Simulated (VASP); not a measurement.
# CaGeBr (Pmmn) in VASP: further runs

CaGeBr is run at these levels: PBE; tasks: single point.

Everything below comes from runs of VASP 6.6.1. Logs are shortened: lines on timing, memory, paths and dates and some standing lists are left out, and cuts for length are marked.

## 1. The cell of the first run

Symmetry: Pmmn, No. 59, orthorhombic system. Conventional cell: a = 4.141 Å, b = 4.153 Å, c = 8.799 Å, α = 90.00°, β = 90.00°, γ = 90.00°. Within 2.8 Å of Ca (site symmetry mm2) lie 4 Br at 2.08 to 2.37 Å. Ge (site symmetry mm2) has 2 Ca at 2.90 Å and 5 Br at 3.17 to 3.61 Å within 3.8 Å. Br (site symmetry mm2) has 4 Ca at 2.08 to 2.37 Å within 2.8 Å.

## 2. Single point, PBE

INCAR reads:

```
SYSTEM = CaGeBr
  ALGO = Normal
  EDIFF = 1E-6
  ENCUT = 520
  GGA = PE
  ISIF = 2
  ISMEAR = 0
  LASPH = .TRUE.
  LCHARG = .TRUE.
  LELF = .TRUE.
  LREAL = .FALSE.
  LVHAR = .TRUE.
  LWAVE = .FALSE.
  NBANDS = 40
  NELM = 100
  PREC = Accurate
  SIGMA = 0.1
```

KPOINTS reads:

```
k-points
0
G
  4 4 2
  0 0 0
```

POSCAR reads:

```
CaGeBr
1.0
    4.1414952216      0.0000000000      0.0000000000
    0.0000000000      4.1529675076      0.0000000000
    0.0000000000      0.0000000000      8.7992433102
Ca Ge Br
2 2 2
Direct
    0.0000000000      0.5000000000      0.0700000000
    0.5000000000      0.0000000000      0.9300000000
    0.5000000000      0.5000000000      0.3000000000
    0.0000000000      0.0000000000      0.7000000000
    0.5000000000      0.5000000000      0.9400000000
    0.0000000000      0.0000000000      0.0600000000
```

Potentials or basis: VASP PAW PBE potentials, release 64 (Ca_sv, Ge_d, Br).

On the command line:

```console
$ cat potpaw_PBE.64/Ca_sv/POTCAR potpaw_PBE.64/Ge_d/POTCAR potpaw_PBE.64/Br/POTCAR > POTCAR
$ mpirun -np 1 vasp_std > vasp.out
```

OUTCAR:

```text
SYSTEM = CaGeBr
   EDIFF = 1E-6
   ENCUT = 520
   GGA = PE
   ISIF = 2
   ISMEAR = 0
   LASPH = .TRUE.
   LREAL = .FALSE.
   NELM = 100
   PREC = Accurate

 ion  position               nearest neighbor table
   1  0.000  0.500  0.070-   6 2.08   6 2.08   5 2.37   5 2.37   3 2.90   3 2.90
   2  0.500  0.000  0.930-   5 2.08   5 2.08   6 2.37   6 2.37   4 2.90   4 2.90
   3  0.500  0.500  0.300-   1 2.90   1 2.90
   4  0.000  0.000  0.700-   2 2.90   2 2.90
   5  0.500  0.500  0.940-   2 2.08   2 2.08   1 2.37   1 2.37
   6  0.000  0.000  0.060-   1 2.08   1 2.08   2 2.37   2 2.37

  LATTYP: Found a simple orthorhombic cell.
 ALAT       =     4.1414952216
 B/A-ratio  =     1.0027700831
 C/A-ratio  =     2.1246537396

  Lattice vectors:

 A1 = (   4.1414952216,   0.0000000000,   0.0000000000)
 A2 = (   0.0000000000,   4.1529675076,   0.0000000000)
 A3 = (   0.0000000000,   0.0000000000,   8.7992433102)

Analysis of symmetry for initial positions (statically):
=====================================================================
 Subroutine PRICEL returns:
 Original cell was already a primitive cell.

 Routine SETGRP: Setting up the symmetry group for a
 simple orthorhombic supercell.

 Subroutine GETGRP returns: Found  8 space group operations
 (whereof  4 operations were pure point group operations)
 out of a pool of  8 trial point group operations.

The static configuration has the point symmetry C_2v.
 The point group associated with its full space group is D_2h.

Analysis of symmetry for dynamics (positions and initial velocities):
=====================================================================
 Subroutine PRICEL returns:
 Original cell was already a primitive cell.

 Routine SETGRP: Setting up the symmetry group for a
 simple orthorhombic supercell.

 Subroutine GETGRP returns: Found  8 space group operations
 (whereof  4 operations were pure point group operations)
 out of a pool of  8 trial point group operations.

The dynamic configuration has the point symmetry C_2v.
 The point group associated with its full space group is D_2h.

 Subroutine INISYM returns: Found  8 space group operations
 (whereof  4 operations are pure point group operations),
 and found     1 'primitive' translations

----------------------------------------------------------------------------------------

                                     Primitive cell

  volume of cell :     151.3425

  direct lattice vectors                    reciprocal lattice vectors
     4.141495222  0.000000000  0.000000000     0.241458687  0.000000000  0.000000000
     0.000000000  4.152967508  0.000000000     0.000000000  0.240791674  0.000000000
     0.000000000  0.000000000  8.799243310     0.000000000  0.000000000  0.113646136

  length of vectors
     4.141495222  4.152967508  8.799243310     0.241458687  0.240791674  0.113646136

  position of ions in fractional coordinates (direct lattice)
     0.000000000  0.500000000  0.070000000
     0.500000000  0.000000000  0.930000000
     0.500000000  0.500000000  0.300000000
     0.000000000  0.000000000  0.700000000
     0.500000000  0.500000000  0.940000000
     0.000000000  0.000000000  0.060000000

  ion indices of the primitive-cell ions
   primitive index   ion index
                 1           1
                 2           2
                 3           3
                 4           4
                 5           5
                 6           6

----------------------------------------------------------------------------------------

 KPOINTS: k-points

Automatic generation of k-mesh.
 Grid dimensions read from file:
 generate k-points for:    4    4    2

 Generating k-lattice:

  Cartesian coordinates                     Fractional coordinates (reciprocal lattice)
     0.060364672  0.000000000  0.000000000     0.250000000  0.000000000  0.000000000
     0.000000000  0.060197919  0.000000000     0.000000000  0.250000000  0.000000000
     0.000000000  0.000000000  0.056823068     0.000000000  0.000000000  0.500000000

  Length of vectors
     0.060364672  0.060197919  0.056823068

  Shift w.r.t. Gamma in fractional coordinates (k-lattice)
     0.000000000  0.000000000  0.000000000

 Subroutine IBZKPT returns following result:
 ===========================================

 Found     18 irreducible k-points:

 Following reciprocal coordinates:
            Coordinates               Weight
  0.000000  0.000000  0.000000      1.000000
  0.250000  0.000000  0.000000      2.000000
  0.500000  0.000000  0.000000      1.000000
  0.000000  0.250000  0.000000      2.000000
  0.250000  0.250000  0.000000      4.000000
  0.500000  0.250000  0.000000      2.000000
[... 10 lines left out ...]
  0.250000  0.500000  0.500000      2.000000
  0.500000  0.500000  0.500000      1.000000
   k-points           NKPTS =     18   k-points in BZ     NKDIM =     18   number of bands    NBANDS=     40
   number of dos      NEDOS =    301   number of ions     NIONS =      6
   total plane-waves  NPLWV =  71680
   dimension x,y,z NGX =    32 NGY =   32 NGZ =   70
   dimension x,y,z NGXF=    64 NGYF=   64 NGZF=  140
   ions per type =               2   2   2
   NGX,Y,Z   is equivalent  to a cutoff of  12.85, 12.81, 13.23 a.u.
   NGXF,Y,Z  is equivalent  to a cutoff of  25.69, 25.62, 26.45 a.u.
 SYSTEM =  CaGeBr
   PREC   = accura    normal or accurate (medium, high low for compatibility)
   ISTART =      0    job   : 0-new  1-cont  2-samecut
   ICHARG =      2    charge: 1-file 2-atom 10-const
   ISPIN  =      1    spin polarized calculation?
   LNONCOLLINEAR =      F non collinear calculations
   LSORBIT =      F    spin-orbit coupling
   LASPH  =      T    aspherical Exc in radial PAW
   ENCUT  =  520.0 eV  38.22 Ry    6.18 a.u.   7.70  7.72 16.36*2*pi/ulx,y,z
   NELM   =    100;   NELMIN=  2; NELMDL= -5     # of ELM steps
   EDIFF  = 0.1E-05   stopping-criterion for ELM
   LREAL  =      F    real-space projection
   EDIFFG = 0.1E-04   stopping-criterion for IOM
   NSW    =      0    number of steps for IOM
   IBRION =     -1    ionic relax: 0-MD 1-quasi-New 2-CG
   NFREE  =      0    steps in history (QN), initial steepest desc. (CG)
   ISIF   =      2    stress and relaxation
   ISYM   =      2    0-nonsym 1-usesym 2-fastsym
   POTIM  = 0.5000    time-step for ionic-motion
   TEBEG  =    0.0;   TEEND  =   0.0 temperature during run
   PSTRESS=    0.0 pullay stress
   NELECT =      62.0000    total number of electrons
   NUPDOWN=      -1.0000    fix difference up-down
   EMIN   =  10.00;   EMAX   =-10.00  energy-range for DOS
   EFERMI =   0.00;   METHOD = LEGACY
   ISMEAR =     0;   SIGMA  =   0.10  broadening in eV -4-tet -1-fermi 0-gaus
   EFERMI_NEDOS =   21; number of points for ismear=-14 and -15
   IALGO  =     38    algorithm
   IMIX   =      4    mixing-type and parameters
     AMIX     =   0.40;   BMIX     =  1.00
     AMIX_MAG =   1.60;   BMIX_MAG =  1.00
  volume/ion in A,a.u.               =      25.22       170.22
  Fermi-wavevector in a.u.,A,eV,Ry     =   1.215864  2.297650 20.113841  1.478326
  Thomas-Fermi vector in A             =   2.351237
   LORBIT       =      0    0 simple, 1 ext, 2 COOP (PROOUT), +10 PAW based schemes
   GGA     = PE    functional components
   LHFCALC =     F    Hartree Fock is set to
   AEXX    =    0.0000 exact exchange contribution
   IVDW    =     0    specifies the selected vdW correction
   LEPSILON=     F    determine dielectric tensor
   LRPA    =     F    only Hartree local field effects (RPA)
 non-spin polarized calculation
 Gauss-broadening in eV      SIGMA  =   0.10
  energy-cutoff  :      520.00
  volume of cell :      151.34
 maximum number of plane-waves:      4108
 NGX is ok and might be reduce to    32
   NGX = 15   NGY = 15   NGZ = 33

 number of electron      62.0000018 magnetization

 Free energy of the ion-electron system (eV)
  ---------------------------------------------------
  ext. energy  EPLUGINS =         0.00000000
  ---------------------------------------------------
  free energy    TOTEN  =        -1.13241293 eV

  energy without entropy =       -1.09644869  energy(sigma->0) =       -1.11443081

 E-fermi :   3.7123     XC(G=0):  -9.0211

 val. band max:        3.6988537507   @ k =   0.2500   0.2500   0.0000
 cond. band min:       3.7148064646   @ k =   0.2500   0.2500   0.5000
 fundamental gap:      0.0159527138
 Fermi energy:         3.7123398188

 k-point     1 :       0.0000    0.0000    0.0000
  band No.  band energies     occupation
      1     -36.5536      2.00000
      2     -36.2630      2.00000
      3     -20.9951      2.00000
      4     -20.9947      2.00000
      5     -20.9919      2.00000
      6     -20.9909      2.00000
[... 32 lines left out ...]
     39       7.3479      0.00000
     40       8.2712      0.00000

 k-point     2 :       0.2500    0.0000    0.0000
  band No.  band energies     occupation
      1     -36.5068      2.00000
      2     -36.3011      2.00000
      3     -20.9959      2.00000
      4     -20.9954      2.00000
      5     -20.9915      2.00000
      6     -20.9908      2.00000
[... 32 lines left out ...]
     39       7.3136      0.00000
     40       8.1888      0.00000

 k-point     3 :       0.5000    0.0000    0.0000
  band No.  band energies     occupation
      1     -36.3996      2.00000
      2     -36.3996      2.00000
      3     -20.9965      2.00000
      4     -20.9965      2.00000
      5     -20.9909      2.00000
      6     -20.9909      2.00000
[... 32 lines left out ...]
     39       8.2216      0.00000
     40       8.2217      0.00000

 k-point     4 :       0.0000    0.2500    0.0000
  band No.  band energies     occupation
      1     -36.5032      2.00000
      2     -36.2971      2.00000
      3     -20.9941      2.00000
      4     -20.9937      2.00000
      5     -20.9927      2.00000
      6     -20.9917      2.00000
[... 32 lines left out ...]
     39       7.8529      0.00000
     40       8.9527      0.00000
[... 514 lines left out ...]
     39       8.8329      0.00000
     40       8.8329      0.00000

 k-point    17 :       0.2500    0.5000    0.5000
  band No.  band energies     occupation
      1     -36.3861      2.00000
      2     -36.3861      2.00000
      3     -20.9951      2.00000
      4     -20.9951      2.00000
      5     -20.9922      2.00000
      6     -20.9922      2.00000
[... 32 lines left out ...]
     39       9.2108      0.00000
     40       9.2149      0.00000

 k-point    18 :       0.5000    0.5000    0.5000
  band No.  band energies     occupation
      1     -36.3802      2.00000
      2     -36.3802      2.00000
      3     -20.9974      2.00000
      4     -20.9974      2.00000
      5     -20.9917      2.00000
      6     -20.9917      2.00000
[... 32 lines left out ...]
     39       9.2531      0.00000
     40       9.2677      0.00000

------------------------ aborting loop because EDIFF is reached ----------------------------------------

  FORCE on cell =-STRESS in cart. coord.  units (eV):
  Direction    XX          YY          ZZ          XY          YZ          ZX
  --------------------------------------------------------------------------------------
  -------------------------------------------------------------------------------------
  Total       30.8643151     99.1611720     12.1608905      0.0000000      0.0000000      0.0000000
  in kB      326.7429320   1049.7628727    128.7404243      0.0000000      0.0000000      0.0000000
  external PRESSURE =     501.7487430 kB  Pullay stress =       0.0000000 kB

 VOLUME and BASIS-vectors are now :
 -----------------------------------------------------------------------------
  energy-cutoff  :      520.00
  volume of cell :      151.34
      direct lattice vectors                 reciprocal lattice vectors
     4.141495222  0.000000000  0.000000000     0.241458687  0.000000000  0.000000000
     0.000000000  4.152967508  0.000000000     0.000000000  0.240791674  0.000000000
     0.000000000  0.000000000  8.799243310     0.000000000  0.000000000  0.113646136

 POSITION                                       TOTAL-FORCE (eV/Angst)
 -----------------------------------------------------------------------------------
      0.00000      2.07648      0.61595         0.000000      0.000000      4.331298
      2.07075      0.00000      8.18330         0.000000      0.000000     -4.331298
      2.07075      2.07648      2.63977         0.000000      0.000000      1.452550
      0.00000      0.00000      6.15947         0.000000      0.000000     -1.452550
      2.07075      2.07648      8.27129         0.000000      0.000000     -2.993265
      0.00000      0.00000      0.52795         0.000000      0.000000      2.993265
 -----------------------------------------------------------------------------------
    total drift:                                0.000000      0.000000      0.000000

  FREE ENERGIE OF THE ION-ELECTRON SYSTEM (eV)
  ---------------------------------------------------
  free  energy   TOTEN  =        -1.1324129260 eV

  energy  without entropy=       -1.0964486906  energy(sigma->0) =       -1.11443081
```

It took 82 s on 1 thread of Intel Xeon Platinum 8375C at 2.90GHz (Ice Lake), shared host; peak memory 0.31 GiB.

Results:

| Item | Value |
| --- | --- |
| Free energy | -1.1324 eV |
| Pressure | 50.2 GPa |
| Largest force | 4.331 eV/Å |
| Band gap on the k mesh | zero (band 31 reaches 4.63 eV, above the bottom of band 32 at 3.12 eV) |

Forces in eV/Å, atoms in the order of the input:
```
Ca   0.000  0.000  4.331
Ca   0.000  0.000 -4.331
Ge   0.000  0.000  1.453
Ge   0.000  0.000 -1.453
Br   0.000  0.000 -2.993
Br   0.000  0.000  2.993
```

Levels at points of the mesh, in eV from the Fermi level:
| k point | band 27 | band 28 | band 29 | band 30 | band 31 | band 32 | band 33 | band 34 | band 35 | band 36 |
| --- | --- | --- | --- | --- | --- | --- | --- | --- | --- | --- |
| (0.00, 0.00, 0.00) | -3.70 | -1.58 | -1.04 | -0.86 | 0.26 | 0.66 | 1.02 | 1.22 | 1.39 | 2.43 |
| (0.50, 0.00, 0.00) | -3.44 | -3.44 | -0.94 | -0.94 | -0.33 | -0.33 | 0.43 | 0.43 | 2.33 | 2.33 |
| (0.00, 0.50, 0.00) | -6.57 | -6.57 | -0.75 | -0.75 | 0.35 | 0.35 | 1.13 | 1.13 | 2.68 | 2.68 |
| (0.50, 0.50, 0.00) | -6.05 | -6.05 | -0.82 | -0.82 | -0.60 | -0.60 | 0.16 | 0.16 | 3.00 | 3.00 |
| (0.00, 0.00, 0.50) | -3.70 | -1.58 | -0.86 | -0.09 | 0.09 | 0.18 | 0.83 | 1.17 | 1.20 | 2.23 |
| (0.50, 0.00, 0.50) | -3.44 | -3.44 | -1.34 | -1.34 | 0.11 | 0.11 | 0.42 | 0.42 | 2.37 | 2.37 |
| (0.00, 0.50, 0.50) | -6.52 | -6.52 | -1.19 | -1.19 | 0.92 | 0.92 | 1.14 | 1.14 | 2.83 | 2.83 |
| (0.50, 0.50, 0.50) | -6.03 | -6.03 | -1.01 | -1.01 | -0.35 | -0.35 | 0.02 | 0.02 | 2.94 | 2.94 |

Caveat: the k points lie up to 0.38 Å⁻¹ apart; forces of over 1 eV/Å act on the atoms, so gaps and moduli don't describe the material at rest.

## 3. Single point, PBE

This run uses another cell than the first one, of 28.54 Å³/atom, 1.131 times its volume.

INCAR reads:

```
SYSTEM = CaGeBr
ALGO = Normal ; EDIFF = 1E-6
ENCUT = 520 ; GGA = PE
ISIF = 2 ; ISMEAR = 0
LASPH = .TRUE. ; LCHARG = .FALSE.
LREAL = .FALSE. ; LWAVE = .FALSE.
NBANDS = 40 ; NELM = 60
PREC = Accurate ; SIGMA = 0.1
```

KPOINTS is that of step 2.

POSCAR reads:

```
CaGeBr
1.0
    3.9070238540      0.0000000000      0.0000000000
    0.0000000000      4.9948510280      0.0000000000
    0.0000000000      0.0000000000      8.7733072223
Ca Ge Br
2 2 2
Direct
    0.0000000000      0.5000000000      0.2135278948
    0.5000000000      0.0000000000      0.7864721052
    0.5000000000      0.5000000000      0.4908256032
    0.0000000000      0.0000000000      0.5091743968
    0.5000000000      0.5000000000      0.9353708495
    0.0000000000      0.0000000000      0.0646291505
```

Potentials or basis: VASP PAW PBE potentials, release 64 (Ca_sv, Ge_d, Br).

On the command line:

```console
$ cat potpaw_PBE.64/Ca_sv/POTCAR potpaw_PBE.64/Ge_d/POTCAR potpaw_PBE.64/Br/POTCAR > POTCAR
$ mpirun -np 1 vasp_std > vasp.out
```

Wall time 2.1 min (1 thread of Intel Xeon Platinum 8375C at 2.90GHz (Ice Lake), shared host); peak memory 0.34 GiB.

Results (log left out):

* Free energy: -21.2375 eV
* Pressure: 0.1 GPa
* Largest force: 0.011 eV/Å
* Band gap on the k mesh: zero (band 31 reaches 4.75 eV, above the bottom of band 32 at 2.43 eV)

Forces on the atoms (eV/Å):
```
Ca   0.000  0.000  0.004
Ca   0.000  0.000 -0.004
Ge   0.000  0.000 -0.007
Ge   0.000  0.000  0.007
Br   0.000  0.000  0.011
Br   0.000  0.000 -0.011
```

Stress tensor (GPa, compression positive):
```
-0.01  0.00  0.00
 0.00  0.30  0.00
 0.00  0.00  0.11
```

Levels at points of the mesh, in eV from the Fermi level:
| k point | band 29 | band 30 | band 31 | band 32 | band 33 | band 34 |
| --- | --- | --- | --- | --- | --- | --- |
| (0.00, 0.00, 0.00) | -2.06 | -1.47 | 0.32 | 0.50 | 1.82 | 2.24 |
| (0.50, 0.00, 0.00) | -0.72 | -0.72 | 0.23 | 0.23 | 0.23 | 0.23 |
| (0.00, 0.50, 0.00) | -0.75 | -0.75 | 1.54 | 1.54 | 1.64 | 1.64 |
| (0.50, 0.50, 0.00) | -2.77 | -2.77 | -0.19 | -0.19 | 2.05 | 2.05 |
| (0.00, 0.00, 0.50) | -2.09 | -2.05 | 0.34 | 0.48 | 2.03 | 2.40 |
| (0.50, 0.00, 0.50) | -0.68 | -0.68 | 0.13 | 0.13 | 0.24 | 0.24 |
| (0.00, 0.50, 0.50) | -1.19 | -1.19 | 1.61 | 1.61 | 1.82 | 1.82 |
| (0.50, 0.50, 0.50) | -2.60 | -2.60 | -0.21 | -0.21 | 2.43 | 2.43 |

Caveat: the k points lie up to 0.40 Å⁻¹ apart.
